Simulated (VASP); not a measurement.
# CaO (Fm-3m) in VASP: notebook

Runs on CaO. Level: PBE. Tasks: single point.

Program: VASP 6.6.1. These are calculated values, not measurements. Logs are shortened: lines on timing, memory, paths and dates and some standing lists are left out, and cuts for length are marked.

### Step 1. The cell of the first run

It takes space group Fm-3m (No. 225, cubic). Conventional cell: a = 4.828 Å, b = 4.828 Å, c = 4.828 Å, α = 90.00°, β = 90.00°, γ = 90.00°. Within 3.2 Å of Ca (site symmetry m-3m) lie 6 O at 2.41 Å. Within 3.2 Å of O (site symmetry m-3m) lie 6 Ca at 2.41 Å.

### Step 2. Single point, PBE

Input file INCAR:

```
SYSTEM = CaO
PREC = Accurate
ENCUT = 520
EDIFF = 1E-6
ISMEAR = 0
SIGMA = 0.1
LREAL = .False.
LASPH = .True.
NELM = 80
ALGO = Normal
ISIF = 2
LWAVE = .False.
LCHARG = .False.
GGA = PE
NBANDS = 15
```

Input file KPOINTS:

```
Automatic mesh
0
Gamma
  6 6 6
  0 0 0
```

Input file POSCAR:

```
CaO
1.0
    0.0000000000      2.4142046007      2.4142046007
    2.4142046007      0.0000000000      2.4142046007
    2.4142046007      2.4142046007      0.0000000000
Ca O
1 1
Direct
    0.0000000000      0.0000000000      0.0000000000
    0.5000000000      0.5000000000      0.5000000000
```

Potentials or basis: VASP PAW PBE potentials, release 64 (Ca_sv, O).

The run is started by

```bash
$ cat potpaw_PBE.64/Ca_sv/POTCAR potpaw_PBE.64/O/POTCAR > POTCAR
$ mpirun -np 1 vasp_std > vasp.out
```

OUTCAR:

```text
SYSTEM = CaO
   PREC = Accurate
   ENCUT = 520
   EDIFF = 1E-6
   ISMEAR = 0
   LREAL = .False.
   LASPH = .True.
   NELM = 80
   ISIF = 2
   GGA = PE

 ion  position               nearest neighbor table
   1  0.000  0.000  0.000-   2 2.41   2 2.41   2 2.41   2 2.41   2 2.41   2 2.41
   2  0.500  0.500  0.500-   1 2.41   1 2.41   1 2.41   1 2.41   1 2.41   1 2.41

  LATTYP: Found a face centered cubic cell.
 ALAT       =     4.8284092014

  Lattice vectors:

 A1 = (   0.0000000000,   2.4142046007,   2.4142046007)
 A2 = (   2.4142046007,   0.0000000000,   2.4142046007)
 A3 = (   2.4142046007,   2.4142046007,   0.0000000000)

Analysis of symmetry for initial positions (statically):
=====================================================================
 Subroutine PRICEL returns:
 Original cell was already a primitive cell.

 Routine SETGRP: Setting up the symmetry group for a
 face centered cubic supercell.

 Subroutine GETGRP returns: Found 48 space group operations
 (whereof 48 operations were pure point group operations)
 out of a pool of 48 trial point group operations.

The static configuration has the point symmetry O_h .

Analysis of symmetry for dynamics (positions and initial velocities):
=====================================================================
 Subroutine PRICEL returns:
 Original cell was already a primitive cell.

 Routine SETGRP: Setting up the symmetry group for a
 face centered cubic supercell.

 Subroutine GETGRP returns: Found 48 space group operations
 (whereof 48 operations were pure point group operations)
 out of a pool of 48 trial point group operations.

The dynamic configuration has the point symmetry O_h .

 Subroutine INISYM returns: Found 48 space group operations
 (whereof 48 operations are pure point group operations),
 and found     1 'primitive' translations

----------------------------------------------------------------------------------------

                                     Primitive cell

  volume of cell :      28.1418

  direct lattice vectors                    reciprocal lattice vectors
     0.000000000  2.414204601  2.414204601    -0.207107550  0.207107550  0.207107550
     2.414204601  0.000000000  2.414204601     0.207107550 -0.207107550  0.207107550
     2.414204601  2.414204601  0.000000000     0.207107550  0.207107550 -0.207107550

  length of vectors
     3.414200889  3.414200889  3.414200889     0.358720799  0.358720799  0.358720799

  position of ions in fractional coordinates (direct lattice)
     0.000000000  0.000000000  0.000000000
     0.500000000  0.500000000  0.500000000

  ion indices of the primitive-cell ions
[... 79 lines left out ...]
   EMIN   =  10.00;   EMAX   =-10.00  energy-range for DOS
   EFERMI =   0.00;   METHOD = LEGACY
   ISMEAR =     0;   SIGMA  =   0.10  broadening in eV -4-tet -1-fermi 0-gaus
   EFERMI_NEDOS =   21; number of points for ismear=-14 and -15
   IALGO  =     38    algorithm
   IMIX   =      4    mixing-type and parameters
     AMIX     =   0.40;   BMIX     =  1.00
     AMIX_MAG =   1.60;   BMIX_MAG =  1.00
  volume/ion in A,a.u.               =      14.07        94.96
  Fermi-wavevector in a.u.,A,eV,Ry     =   1.356222  2.562888 25.025711  1.839338
  Thomas-Fermi vector in A             =   2.483243
   LORBIT       =      0    0 simple, 1 ext, 2 COOP (PROOUT), +10 PAW based schemes
   GGA     = PE    functional components
   LHFCALC =     F    Hartree Fock is set to
   AEXX    =    0.0000 exact exchange contribution
   IVDW    =     0    specifies the selected vdW correction
   LEPSILON=     F    determine dielectric tensor
   LRPA    =     F    only Hartree local field effects (RPA)
 non-spin polarized calculation
 Gauss-broadening in eV      SIGMA  =   0.10
  energy-cutoff  :      520.00
  volume of cell :       28.14
 maximum number of plane-waves:       769
 NGX is ok and might be reduce to    28
   NGX = 13   NGY = 13   NGZ = 13

 number of electron      15.9999999 magnetization

 Free energy of the ion-electron system (eV)
  ---------------------------------------------------
  ext. energy  EPLUGINS =         0.00000000
  ---------------------------------------------------
  free energy    TOTEN  =       -12.80497914 eV

  energy without entropy =      -12.80497914  energy(sigma->0) =      -12.80497914

 E-fermi :   2.8512     XC(G=0): -10.4087

 val. band max:        2.2733482093   @ k =   0.0000   0.0000   0.0000
 cond. band min:       5.9117757391   @ k =   0.5000   0.5000   0.0000
 fundamental gap:      3.6384275298
 Fermi energy:         2.8512490997

 k-point     1 :       0.0000    0.0000    0.0000
  band No.  band energies     occupation
      1     -35.4208      2.00000
      2     -16.1944      2.00000
      3     -16.1944      2.00000
      4     -16.1944      2.00000
      5     -13.2324      2.00000
      6       2.2733      2.00000
      7       2.2733      2.00000
      8       2.2733      2.00000
      9       6.8756      0.00000
     10       8.4641      0.00000
     11       8.4641      0.00000
     12       8.4641      0.00000
     13       9.9440      0.00000
     14       9.9440      0.00000
[... 257 lines left out ...]
      2     -16.6807      2.00000
      3     -16.5526      2.00000
      4     -16.5025      2.00000
      5     -12.7188      2.00000
      6       1.0602      2.00000
      7       1.2153      2.00000
      8       1.4659      2.00000
      9       7.2746      0.00000
     10       9.8771      0.00000
     11      10.5134      0.00000
     12      11.7179      0.00000
     13      11.8728      0.00000
     14      15.0504      0.00000
     15      15.7427      0.00000

------------------------ aborting loop because EDIFF is reached ----------------------------------------

  FORCE on cell =-STRESS in cart. coord.  units (eV):
  Direction    XX          YY          ZZ          XY          YZ          ZX
  --------------------------------------------------------------------------------------
  -------------------------------------------------------------------------------------
  Total        0.1217900      0.1217900      0.1217900     -0.0000000     -0.0000000      0.0000000
  in kB        6.9337788      6.9337788      6.9337788     -0.0000000     -0.0000000      0.0000000
  external PRESSURE =       6.9337788 kB  Pullay stress =       0.0000000 kB

 VOLUME and BASIS-vectors are now :
 -----------------------------------------------------------------------------
  energy-cutoff  :      520.00
  volume of cell :       28.14
      direct lattice vectors                 reciprocal lattice vectors
     0.000000000  2.414204601  2.414204601    -0.207107550  0.207107550  0.207107550
     2.414204601  0.000000000  2.414204601     0.207107550 -0.207107550  0.207107550
     2.414204601  2.414204601  0.000000000     0.207107550  0.207107550 -0.207107550

 POSITION                                       TOTAL-FORCE (eV/Angst)
 -----------------------------------------------------------------------------------
      0.00000      0.00000      0.00000        -0.000000      0.000000     -0.000000
      2.41420      2.41420      2.41420         0.000000     -0.000000      0.000000
 -----------------------------------------------------------------------------------
    total drift:                                0.000000      0.000000      0.000000

  FREE ENERGIE OF THE ION-ELECTRON SYSTEM (eV)
  ---------------------------------------------------
  free  energy   TOTEN  =       -12.8049791372 eV

  energy  without entropy=      -12.8049791372  energy(sigma->0) =      -12.80497914
```

It took 8 s on 1 thread of Intel Xeon Platinum 8375C at 2.90GHz (Ice Lake), shared host; peak memory 0.15 GiB.

What came out:

```
Free energy            : -12.8050 eV
Pressure               : 0.7 GPa
Band gap on the k mesh : 3.64 eV, indirect (least direct gap 4.02 eV)
```

A k mesh can miss the band edges.

### Step 3. Single point, PBE (volume scaled by 0.91)

Input file INCAR:

```
ALGO = Normal ; EDIFF = 1E-6
ENCUT = 520 ; GGA = PE
ISIF = 2 ; ISMEAR = 0
LASPH = T ; LCHARG = F
LREAL = F ; LWAVE = F
NBANDS = 15 ; NELM = 80
PREC = Accurate ; SIGMA = 0.02
```

Input file KPOINTS:

```
k-points
0
Gamma
  8 8 8
```

Input file POSCAR:

```
CaO
1.0
    0.0000000000      2.3408630728      2.3408630728
    2.3408630728      0.0000000000      2.3408630728
    2.3408630728      2.3408630728      0.0000000000
Ca O
1 1
Direct
    0.0000000000      0.0000000000      0.0000000000
    0.5000000000      0.5000000000      0.5000000000
```

Potentials or basis: VASP PAW PBE potentials, release 64 (Ca_sv, O).

The run is started by

```bash
$ cat potpaw_PBE.64/Ca_sv/POTCAR potpaw_PBE.64/O/POTCAR > POTCAR
$ mpirun -np 1 vasp_std > vasp.out
```

OUTCAR:

```text
EDIFF = 1E-6
   ENCUT = 520
   GGA = PE
   ISIF = 2
   ISMEAR = 0
   LASPH = T
   LREAL = F
   NELM = 80
   PREC = Accurate

 ion  position               nearest neighbor table
   1  0.000  0.000  0.000-   2 2.34   2 2.34   2 2.34   2 2.34   2 2.34   2 2.34
   2  0.500  0.500  0.500-   1 2.34   1 2.34   1 2.34   1 2.34   1 2.34   1 2.34

  LATTYP: Found a face centered cubic cell.
 ALAT       =     4.6817261456

  Lattice vectors:

 A1 = (   0.0000000000,   2.3408630728,   2.3408630728)
 A2 = (   2.3408630728,   0.0000000000,   2.3408630728)
 A3 = (   2.3408630728,   2.3408630728,   0.0000000000)

Analysis of symmetry for initial positions (statically):
=====================================================================
 Subroutine PRICEL returns:
 Original cell was already a primitive cell.

 Routine SETGRP: Setting up the symmetry group for a
 face centered cubic supercell.

 Subroutine GETGRP returns: Found 48 space group operations
 (whereof 48 operations were pure point group operations)
 out of a pool of 48 trial point group operations.

The static configuration has the point symmetry O_h .

Analysis of symmetry for dynamics (positions and initial velocities):
=====================================================================
 Subroutine PRICEL returns:
 Original cell was already a primitive cell.

 Routine SETGRP: Setting up the symmetry group for a
 face centered cubic supercell.

 Subroutine GETGRP returns: Found 48 space group operations
 (whereof 48 operations were pure point group operations)
 out of a pool of 48 trial point group operations.

The dynamic configuration has the point symmetry O_h .

 Subroutine INISYM returns: Found 48 space group operations
 (whereof 48 operations are pure point group operations),
 and found     1 'primitive' translations

----------------------------------------------------------------------------------------

                                     Primitive cell

  volume of cell :      25.6542

  direct lattice vectors                    reciprocal lattice vectors
     0.000000000  2.340863073  2.340863073    -0.213596432  0.213596432  0.213596432
     2.340863073  0.000000000  2.340863073     0.213596432 -0.213596432  0.213596432
     2.340863073  2.340863073  0.000000000     0.213596432  0.213596432 -0.213596432

  length of vectors
     3.310480305  3.310480305  3.310480305     0.369959872  0.369959872  0.369959872

  position of ions in fractional coordinates (direct lattice)
     0.000000000  0.000000000  0.000000000
     0.500000000  0.500000000  0.500000000

  ion indices of the primitive-cell ions
   primitive index   ion index
                 1           1
                 2           2

----------------------------------------------------------------------------------------

 KPOINTS: k-points

Automatic generation of k-mesh.
 Grid dimensions read from file:
 generate k-points for:    8    8    8

 Generating k-lattice:

  Cartesian coordinates                     Fractional coordinates (reciprocal lattice)
    -0.026699554  0.026699554  0.026699554     0.125000000  0.000000000  0.000000000
[... 42 lines left out ...]
   number of dos      NEDOS =    301   number of ions     NIONS =      2
   total plane-waves  NPLWV =  21952
   dimension x,y,z NGX =    28 NGY =   28 NGZ =   28
   dimension x,y,z NGXF=    56 NGYF=   56 NGZF=   56
   ions per type =               1   1
   NGX,Y,Z   is equivalent  to a cutoff of  14.06, 14.06, 14.06 a.u.
   NGXF,Y,Z  is equivalent  to a cutoff of  28.12, 28.12, 28.12 a.u.
 SYSTEM =  unknown system
   PREC   = accura    normal or accurate (medium, high low for compatibility)
   ISTART =      0    job   : 0-new  1-cont  2-samecut
   ICHARG =      2    charge: 1-file 2-atom 10-const
   ISPIN  =      1    spin polarized calculation?
   LNONCOLLINEAR =      F non collinear calculations
   LSORBIT =      F    spin-orbit coupling
   LASPH  =      T    aspherical Exc in radial PAW
   ENCUT  =  520.0 eV  38.22 Ry    6.18 a.u.   6.16  6.16  6.16*2*pi/ulx,y,z
   NELM   =     80;   NELMIN=  2; NELMDL= -5     # of ELM steps
   EDIFF  = 0.1E-05   stopping-criterion for ELM
   LREAL  =      F    real-space projection
   EDIFFG = 0.1E-04   stopping-criterion for IOM
   NSW    =      0    number of steps for IOM
   IBRION =     -1    ionic relax: 0-MD 1-quasi-New 2-CG
   NFREE  =      0    steps in history (QN), initial steepest desc. (CG)
   ISIF   =      2    stress and relaxation
   ISYM   =      2    0-nonsym 1-usesym 2-fastsym
   POTIM  = 0.5000    time-step for ionic-motion
   TEBEG  =    0.0;   TEEND  =   0.0 temperature during run
   PSTRESS=    0.0 pullay stress
   NELECT =      16.0000    total number of electrons
   NUPDOWN=      -1.0000    fix difference up-down
   EMIN   =  10.00;   EMAX   =-10.00  energy-range for DOS
   EFERMI =   0.00;   METHOD = LEGACY
   ISMEAR =     0;   SIGMA  =   0.02  broadening in eV -4-tet -1-fermi 0-gaus
   EFERMI_NEDOS =   21; number of points for ismear=-14 and -15
   IALGO  =     38    algorithm
   IMIX   =      4    mixing-type and parameters
     AMIX     =   0.40;   BMIX     =  1.00
     AMIX_MAG =   1.60;   BMIX_MAG =  1.00
  volume/ion in A,a.u.               =      12.83        86.56
  Fermi-wavevector in a.u.,A,eV,Ry     =   1.398714  2.643186 26.618437  1.956400
  Thomas-Fermi vector in A             =   2.521844
   LORBIT       =      0    0 simple, 1 ext, 2 COOP (PROOUT), +10 PAW based schemes
   GGA     = PE    functional components
   LHFCALC =     F    Hartree Fock is set to
   AEXX    =    0.0000 exact exchange contribution
   IVDW    =     0    specifies the selected vdW correction
   LEPSILON=     F    determine dielectric tensor
   LRPA    =     F    only Hartree local field effects (RPA)
 non-spin polarized calculation
 Gauss-broadening in eV      SIGMA  =   0.02
  energy-cutoff  :      520.00
  volume of cell :       25.65
 maximum number of plane-waves:       701
 NGX is ok and might be reduce to    28
   NGX = 13   NGY = 13   NGZ = 13

 number of electron      16.0000000 magnetization

 Free energy of the ion-electron system (eV)
  ---------------------------------------------------
  ext. energy  EPLUGINS =         0.00000000
  ---------------------------------------------------
  free energy    TOTEN  =       -12.70324619 eV

  energy without entropy =      -12.70324619  energy(sigma->0) =      -12.70324619

 E-fermi :   2.9011     XC(G=0): -10.8665

 val. band max:        2.8184787162   @ k =   0.0000   0.0000   0.0000
 cond. band min:       6.4147705925   @ k =   0.5000   0.5000   0.0000
 fundamental gap:      3.5962918763
 Fermi energy:         2.9010855358

 k-point     1 :       0.0000    0.0000    0.0000
  band No.  band energies     occupation
      1     -34.5099      2.00000
      2     -15.2059      2.00000
      3     -15.2059      2.00000
      4     -15.2059      2.00000
      5     -12.8693      2.00000
      6       2.8185      2.00000
      7       2.8185      2.00000
      8       2.8185      2.00000
      9       8.2024      0.00000
     10       9.2282      0.00000
     11       9.2282      0.00000
     12       9.2282      0.00000
     13      10.8747      0.00000
     14      10.8747      0.00000
[... 401 lines left out ...]
      2     -16.4193      2.00000
      3     -15.5166      2.00000
      4     -15.3679      2.00000
      5     -11.6851      2.00000
      6       0.6426      2.00000
      7       1.6139      2.00000
      8       1.6461      2.00000
      9       9.8766      0.00000
     10       9.9604      0.00000
     11      12.0396      0.00000
     12      12.3722      0.00000
     13      13.6695      0.00000
     14      15.5240      0.00000
     15      17.7221      0.00000

 [... further k-points ...]

------------------------ aborting loop because EDIFF is reached ----------------------------------------

  FORCE on cell =-STRESS in cart. coord.  units (eV):
  Direction    XX          YY          ZZ          XY          YZ          ZX
  --------------------------------------------------------------------------------------
  -------------------------------------------------------------------------------------
  Total        2.0844248      2.0844248      2.0844248      0.0000000      0.0000000      0.0000000
  in kB      130.1783569    130.1783569    130.1783569      0.0000000      0.0000000      0.0000000
  external PRESSURE =     130.1783569 kB  Pullay stress =       0.0000000 kB

 VOLUME and BASIS-vectors are now :
 -----------------------------------------------------------------------------
  energy-cutoff  :      520.00
  volume of cell :       25.65
      direct lattice vectors                 reciprocal lattice vectors
     0.000000000  2.340863073  2.340863073    -0.213596432  0.213596432  0.213596432
     2.340863073  0.000000000  2.340863073     0.213596432 -0.213596432  0.213596432
     2.340863073  2.340863073  0.000000000     0.213596432  0.213596432 -0.213596432

 POSITION                                       TOTAL-FORCE (eV/Angst)
 -----------------------------------------------------------------------------------
      0.00000      0.00000      0.00000        -0.000000     -0.000000     -0.000000
      2.34086      2.34086      2.34086         0.000000      0.000000      0.000000
 -----------------------------------------------------------------------------------
    total drift:                                0.000000      0.000000      0.000000

  FREE ENERGIE OF THE ION-ELECTRON SYSTEM (eV)
  ---------------------------------------------------
  free  energy   TOTEN  =       -12.7032461884 eV

  energy  without entropy=      -12.7032461884  energy(sigma->0) =      -12.70324619
```

OSZICAR:

```text
N       E                     dE             d eps       ncg     rms          rms(c)
DAV:   1     0.127907125833E+03    0.12791E+03   -0.85008E+03   870   0.111E+03
DAV:   2    -0.922446978822E+01   -0.13713E+03   -0.12719E+03  1108   0.296E+02
DAV:   3    -0.143141645253E+02   -0.50897E+01   -0.50576E+01  1010   0.596E+01
DAV:   4    -0.144342926075E+02   -0.12013E+00   -0.12006E+00  1263   0.857E+00
DAV:   5    -0.144357371199E+02   -0.14445E-02   -0.14445E-02  1011   0.829E-01    0.860E+00
DAV:   6    -0.127664977049E+02    0.16692E+01   -0.48336E+00   969   0.222E+01    0.338E+00
DAV:   7    -0.127071590102E+02    0.59339E-01   -0.37646E-01  1017   0.658E+00    0.177E+00
DAV:   8    -0.127044959650E+02    0.26630E-02   -0.71553E-02  1108   0.288E+00    0.426E-01
DAV:   9    -0.127026943948E+02    0.18016E-02   -0.48253E-03   940   0.624E-01    0.105E-01
DAV:  10    -0.127032710103E+02   -0.57662E-03   -0.64060E-04  1017   0.239E-01    0.369E-02
DAV:  11    -0.127032472850E+02    0.23725E-04   -0.59653E-05  1105   0.874E-02    0.934E-03
DAV:  12    -0.127032461451E+02    0.11399E-05   -0.68199E-06  1003   0.291E-02    0.104E-03
DAV:  13    -0.127032461884E+02   -0.43349E-07   -0.39950E-07   653   0.568E-03
   1 F= -.12703246E+02 E0= -.12703246E+02  d E =-.257825E-11
```

Run time: 13 s. Hardware: 1 thread of Intel Xeon Platinum 8375C at 2.90GHz (Ice Lake), shared host; peak memory 0.16 GiB.

Results:

```yaml
Free_energy: -12.7032 eV
Pressure: 13.0 GPa
Band_gap_on_the_k_mesh: 3.60 eV, indirect (least direct gap 3.95 eV)
```

Levels at points of the mesh, in eV from the valence-band top:
| k point | band 4 | band 5 | band 6 | band 7 | band 8 | band 9 | band 10 | band 11 | band 12 | band 13 |
| --- | --- | --- | --- | --- | --- | --- | --- | --- | --- | --- |
| (0.00, 0.00, 0.00) | -18.02 | -15.69 | 0.00 | 0.00 | 0.00 | 5.38 | 6.41 | 6.41 | 6.41 | 8.06 |
| (0.50, 0.00, 0.00) | -18.09 | -14.13 | -2.83 | -1.37 | -1.37 | 7.42 | 8.79 | 8.79 | 9.13 | 11.09 |
| (0.50, 0.50, 0.00) | -18.32 | -15.46 | -1.25 | -0.35 | -0.35 | 3.60 | 8.64 | 9.34 | 10.07 | 10.07 |

(Part 1 of 2 ends here.)
